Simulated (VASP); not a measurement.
# TiSi2 (C2/c) in VASP: single point with PBEsol

Aim: the single point of TiSi2 with PBEsol.

All numbers are computed with VASP 6.6.1; they aren't measurements. Logs are shortened: lines on timing, memory, paths and dates and some standing lists are left out, and cuts for length are marked.

### 1 The cell of the first run

It takes space group C2/c (No. 15, monoclinic). Conventional cell: a = 8.182 Å, b = 4.762 Å, c = 5.898 Å, α = 90.00°, β = 133.92°, γ = 90.00°. Ti (site symmetry 2) has 10 Si at 2.52 to 2.75 Å and 4 Ti at 3.14 to 3.23 Å within 3.3 Å. Within 3.2 Å of Si (site symmetry 1) lie 7 Si at 2.43 to 3.15 Å and 5 Ti at 2.52 to 2.75 Å.

### 2 Single point, PBEsol (mode 9 (265.9 1/cm) frozen in, largest displacement -0.060 Å)

INCAR reads:

```
  PREC = Accurate
  ENCUT = 520
  EDIFF = 1E-6
  ISMEAR = 0
  SIGMA = 0.15
  LREAL = F
  LASPH = T
  NELM = 100
  ALGO = Normal
  ISIF = 2
  LWAVE = F
  LCHARG = T
  GGA = PS
  LELF = T
  LVHAR = T
  NBANDS = 29
```

KPOINTS reads:

```
Automatic mesh
0
Gamma
  14 14 14
```

POSCAR reads:

```
TiSi2
1.0
    0.0000000000      4.0910612953      4.2480470636
    2.3808780418      0.0000000000      4.2480470636
    2.3808780418      4.0910612953      0.0000000000
Ti Si
2 4
Direct
    0.7626003934      0.7373996066      0.7373996066
    0.4873996066      0.5126003934      0.5126003934
    0.0897012449      0.4027686587      0.0826328799
    0.4248972165      0.0826328799      0.4027686587
    0.1602987551      0.8472313413      0.1673671201
    0.8251027835      0.1673671201      0.8472313413
```

Potentials or basis: VASP PAW PBE potentials, release 64 (Ti_sv, Si).

The run is started by

```console
$ cat potpaw_PBE.64/Ti_sv/POTCAR potpaw_PBE.64/Si/POTCAR > POTCAR
$ mpirun -np 1 vasp_std > vasp.out
```

OUTCAR:

```text
PREC = Accurate
   ENCUT = 520
   EDIFF = 1E-6
   ISMEAR = 0
   LREAL = F
   LASPH = T
   NELM = 100
   ISIF = 2
   GGA = PS

 ion  position               nearest neighbor table
   1  0.763  0.737  0.737-   6 2.52   5 2.52   5 2.55   6 2.55   4 2.71   3 2.71   3 2.75   4 2.75
                             4 2.75   3 2.75
   2  0.487  0.513  0.513-   4 2.52   3 2.52   3 2.55   4 2.55   6 2.71   5 2.71   5 2.75   6 2.75
                             6 2.75   5 2.75
   3  0.090  0.403  0.083-   5 2.43   2 2.52   2 2.55   5 2.60   4 2.68   1 2.71   1 2.75   1 2.75
                             4 2.77   4 2.77
   4  0.425  0.083  0.403-   6 2.43   2 2.52   2 2.55   6 2.60   3 2.68   1 2.71   1 2.75   1 2.75
                             3 2.77   3 2.77
   5  0.160  0.847  0.167-   3 2.43   1 2.52   1 2.55   3 2.60   6 2.68   2 2.71   2 2.75   2 2.75
                             6 2.77   6 2.77
   6  0.825  0.167  0.847-   4 2.43   1 2.52   1 2.55   4 2.60   5 2.68   2 2.71   2 2.75   2 2.75
                             5 2.77   5 2.77

  LATTYP: Found a face centered orthorhombic cell.
 ALAT       =     4.7617560836
 B/A-ratio  =     1.7182993935
 C/A-ratio  =     1.7842354749

  Lattice vectors:

 A1 = (   0.0000000000,   4.0910612953,   4.2480470636)
 A2 = (   2.3808780418,   0.0000000000,   4.2480470636)
 A3 = (   2.3808780418,   4.0910612953,   0.0000000000)

Analysis of symmetry for initial positions (statically):
=====================================================================
 Subroutine PRICEL returns:
 Original cell was already a primitive cell.

 Routine SETGRP: Setting up the symmetry group for a
 face centered orthorhombic supercell.

 Subroutine GETGRP returns: Found  4 space group operations
 (whereof  2 operations were pure point group operations)
 out of a pool of  8 trial point group operations.

The static configuration has the point symmetry C_2 .
 The point group associated with its full space group is C_2h.

Analysis of symmetry for dynamics (positions and initial velocities):
=====================================================================
 Subroutine PRICEL returns:
 Original cell was already a primitive cell.

 Routine SETGRP: Setting up the symmetry group for a
 face centered orthorhombic supercell.

 Subroutine GETGRP returns: Found  4 space group operations
 (whereof  2 operations were pure point group operations)
 out of a pool of  8 trial point group operations.

The dynamic configuration has the point symmetry C_2 .
 The point group associated with its full space group is C_2h.

 Subroutine INISYM returns: Found  4 space group operations
 (whereof  2 operations are pure point group operations),
[... 98 lines left out ...]
   ISPIN  =      1    spin polarized calculation?
   LNONCOLLINEAR =      F non collinear calculations
   LSORBIT =      F    spin-orbit coupling
   LASPH  =      T    aspherical Exc in radial PAW
   ENCUT  =  520.0 eV  38.22 Ry    6.18 a.u.  10.97  9.05  8.80*2*pi/ulx,y,z
   NELM   =    100;   NELMIN=  2; NELMDL= -5     # of ELM steps
   EDIFF  = 0.1E-05   stopping-criterion for ELM
   LREAL  =      F    real-space projection
[... 7 lines left out ...]
   TEBEG  =    0.0;   TEEND  =   0.0 temperature during run
   PSTRESS=    0.0 pullay stress
   NELECT =      40.0000    total number of electrons
   NUPDOWN=      -1.0000    fix difference up-down
   EMIN   =  10.00;   EMAX   =-10.00  energy-range for DOS
   EFERMI =   0.00;   METHOD = LEGACY
   ISMEAR =     0;   SIGMA  =   0.15  broadening in eV -4-tet -1-fermi 0-gaus
   EFERMI_NEDOS =   21; number of points for ismear=-14 and -15
   IALGO  =     38    algorithm
   IMIX   =      4    mixing-type and parameters
     AMIX     =   0.40;   BMIX     =  1.00
     AMIX_MAG =   1.60;   BMIX_MAG =  1.00
  volume/ion in A,a.u.               =      13.79        93.08
  Fermi-wavevector in a.u.,A,eV,Ry     =   1.284786  2.427893 22.458786  1.650674
  Thomas-Fermi vector in A             =   2.416959
   LORBIT       =      0    0 simple, 1 ext, 2 COOP (PROOUT), +10 PAW based schemes
   GGA     = PS    functional components
   LHFCALC =     F    Hartree Fock is set to
   AEXX    =    0.0000 exact exchange contribution
   IVDW    =     0    specifies the selected vdW correction
   LEPSILON=     F    determine dielectric tensor
   LRPA    =     F    only Hartree local field effects (RPA)
 non-spin polarized calculation
 Gauss-broadening in eV      SIGMA  =   0.15
  energy-cutoff  :      520.00
  volume of cell :       82.75
 maximum number of plane-waves:      2264
 NGX is ok and might be reduce to    48
   NGX = 21   NGY = 19   NGZ = 17

 number of electron      40.0000004 magnetization

 Free energy of the ion-electron system (eV)
  ---------------------------------------------------
  ext. energy  EPLUGINS =         0.00000000
  ---------------------------------------------------
  free energy    TOTEN  =       -43.61451020 eV

  energy without entropy =      -43.58977424  energy(sigma->0) =      -43.60214222

 E-fermi :  10.2694     XC(G=0): -11.8829

 val. band max:       10.2690347760   @ k =  -0.0714  -0.1429   0.5000
 cond. band min:      10.2699040212   @ k =   0.0000  -0.1429  -0.2857
 fundamental gap:      0.0008692452
 Fermi energy:        10.2693812813

 k-point     1 :       0.0000    0.0000    0.0000
  band No.  band energies     occupation
      1     -45.7067      2.00000
      2     -45.6751      2.00000
      3     -22.2092      2.00000
      4     -22.1854      2.00000
      5     -22.1078      2.00000
      6     -22.0928      2.00000
[... 757 lines left out ...]
     28      14.4602      0.00000
     29      14.6294      0.00000

 [... further k-points ...]
[... 5 lines left out ...]
  --------------------------------------------------------------------------------------
  -------------------------------------------------------------------------------------
  Total        0.1217324     -0.0098979      0.7746947      0.0000000     -0.8778506      0.0000000
  in kB        2.3568077     -0.1916298     14.9985309      0.0000000    -16.9956879      0.0000000
  external PRESSURE =       5.7212363 kB  Pullay stress =       0.0000000 kB

 VOLUME and BASIS-vectors are now :
 -----------------------------------------------------------------------------
  energy-cutoff  :      520.00
  volume of cell :       82.75
      direct lattice vectors                 reciprocal lattice vectors
     0.000000000  4.091061295  4.248047064    -0.210006557  0.122217675  0.117701144
     2.380878042  0.000000000  4.248047064     0.210006557 -0.122217675  0.117701144
     2.380878042  4.091061295  0.000000000     0.210006557  0.122217675 -0.117701144

 POSITION                                       TOTAL-FORCE (eV/Angst)
 -----------------------------------------------------------------------------------
      3.51132      6.13659      6.37207         0.735268     -0.000000     -0.000000
      2.44088      4.09106      4.24805        -0.735268     -0.000000      0.000000
      1.15568      0.70503      2.09204         0.256909     -0.027480      0.247690
      1.15568      3.38603      2.15601         0.256909      0.027480     -0.247690
      2.41564      1.34050      4.28004        -0.256909      0.027480     -0.247690
      2.41564      6.84162      4.21606        -0.256909     -0.027480      0.247690
 -----------------------------------------------------------------------------------
    total drift:                               -0.000000     -0.000000     -0.000000

  FREE ENERGIE OF THE ION-ELECTRON SYSTEM (eV)
  ---------------------------------------------------
  free  energy   TOTEN  =       -43.6145102021 eV

  energy  without entropy=      -43.5897742436  energy(sigma->0) =      -43.60214222
```

OSZICAR:

```text
N       E                     dE             d eps       ncg     rms          rms(c)
DAV:   1     0.387003098300E+03    0.38700E+03   -0.18776E+04 43152   0.147E+03
DAV:   2    -0.149292317843E+01   -0.38850E+03   -0.37773E+03 43415   0.431E+02
DAV:   3    -0.438563577595E+02   -0.42363E+02   -0.41486E+02 71886   0.119E+02
DAV:   4    -0.471460132299E+02   -0.32897E+01   -0.32705E+01 61479   0.298E+01
DAV:   5    -0.473387450729E+02   -0.19273E+00   -0.19267E+00 65632   0.618E+00    0.195E+01
DAV:   6    -0.442681377057E+02    0.30706E+01   -0.32198E+01 61134   0.410E+01    0.705E+00
DAV:   7    -0.437082955750E+02    0.55984E+00   -0.61013E+00 58497   0.185E+01    0.547E+00
DAV:   8    -0.436285162622E+02    0.79779E-01   -0.79018E-01 58711   0.700E+00    0.130E+00
DAV:   9    -0.436139001394E+02    0.14616E-01   -0.14334E-01 58976   0.322E+00    0.519E-01
DAV:  10    -0.436148133581E+02   -0.91322E-03   -0.60065E-03 57013   0.579E-01    0.251E-01
DAV:  11    -0.436146611253E+02    0.15223E-03   -0.56657E-03 65635   0.567E-01    0.164E-01
DAV:  12    -0.436145109017E+02    0.15022E-03   -0.12240E-03 59342   0.281E-01    0.156E-02
DAV:  13    -0.436145104051E+02    0.49665E-06   -0.31176E-05 54798   0.496E-02    0.166E-02
DAV:  14    -0.436145102021E+02    0.20302E-06   -0.31871E-06 54320   0.151E-02
   1 F= -.43614510E+02 E0= -.43602142E+02  d E =-.247360E-01
```

stdout:

```text
POSCAR found type information on POSCAR TiSi
 POSCAR found :  2 types and       6 ions
 scaLAPACK will be used
 -----------------------------------------------------------------------------
|                                                                             |
|                                                                             |
|     You enforced a specific xc type in the INCAR file but a different       |
|     I HOPE YOU KNOW WHAT YOU ARE DOING!                                     |
|                                                                             |
 -----------------------------------------------------------------------------

 LDA part: xc-table for (Slater+PW92), standard interpolation
 POSCAR, INCAR and KPOINTS ok, starting setup
 FFT: planning ... GRIDC
 FFT: planning ... GRID_SOFT
 FFT: planning ... GRID
 WAVECAR not read
 entering main loop
```

Wall time 17 min (1 thread of Intel Xeon 6975P-C (Granite Rapids), shared host); peak memory 1.4 GiB.

Results:

* Free energy: -43.6145 eV
* Pressure: 0.6 GPa
* Largest force: 0.735 eV/Å
* Band gap on the k mesh: zero (band 20 reaches 10.95 eV, above the bottom of band 21 at 9.09 eV)

Forces in eV/Å, atoms in the order of the input:
```
Ti   0.735  0.000  0.000
Ti  -0.735  0.000  0.000
Si   0.257 -0.027  0.248
Si   0.257  0.027 -0.248
Si  -0.257  0.027 -0.248
Si  -0.257 -0.027  0.248
```

Levels at points of the mesh, in eV from the Fermi level:
| k point | band 16 | band 17 | band 18 | band 19 | band 20 | band 21 | band 22 | band 23 | band 24 | band 25 |
| --- | --- | --- | --- | --- | --- | --- | --- | --- | --- | --- |
| (0.00, 0.00, 0.00) | -2.56 | -2.40 | -1.91 | -1.76 | -1.36 | -0.95 | 2.08 | 3.16 | 3.33 | 3.37 |
| (0.50, 0.00, 0.00) | -2.54 | -1.89 | -1.09 | -0.08 | 0.15 | 1.02 | 1.39 | 1.59 | 2.41 | 2.78 |
| (0.00, 0.00, 0.50) | -2.45 | -2.03 | -1.03 | -0.05 | 0.14 | 1.05 | 1.42 | 1.76 | 2.16 | 2.53 |
| (0.50, 0.50, 0.00) | -2.99 | -1.56 | -1.56 | -1.00 | -1.00 | 0.74 | 0.74 | 3.17 | 3.17 | 3.47 |
| (0.50, 0.00, 0.50) | -2.50 | -2.27 | -2.27 | -0.86 | -0.86 | 1.30 | 1.30 | 3.26 | 3.26 | 3.37 |
| (0.00, 0.50, 0.50) | -1.35 | -1.17 | -1.00 | -0.78 | -0.49 | 0.83 | 0.90 | 2.03 | 2.63 | 3.06 |

Caveat: the cell differs from its parent crystal (mode 9 (265.9 1/cm) frozen in, largest displacement -0.060 Å); the PAW data sets were made with another functional, which shifts forces and pressure a little.
